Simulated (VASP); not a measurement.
The system is NaF.

```
CELL_PARAMETERS angstrom
2.90383 0.00000 0.00000
0.00000 2.90383 0.00000
0.00000 0.00000 2.79349
ATOMIC_POSITIONS crystal
Na 0.00000 0.00000 0.00000
F 0.50000 0.50000 0.50000
```

This cell differs from its parent crystal: biaxial xy strain +4.0%.

Base run:

| Property | Result |
| --- | --- |
| Program | VASP 6.6.1 |
| Functional | PBE |
| Potentials or basis | VASP PAW PBE potentials, release 64 (Na_pv, F) |
| Cutoff | 520 eV |
| k mesh | 10 × 10 × 10 |
| Occupations | fermi-dirac, width 0.02 eV |
| Spin | no spin polarisation |

Its results: band gap on the k mesh 5.49 eV, indirect (least direct gap 5.75 eV); pressure -0.2 GPa.

Task: The run is repeated on the same cell with these changes: functional from PBE to r2SCAN; occupations from fermi-dirac, width 0.02 eV to gaussian, width 0.01 eV. What comes out?

Result: Band gap on the k mesh 6.46 eV, indirect (least direct gap 6.72 eV); pressure -4.4 GPa.

Caveats: the PAW data sets were made with another functional, which shifts forces and pressure a little (some runs).

A k mesh can miss the band edges.
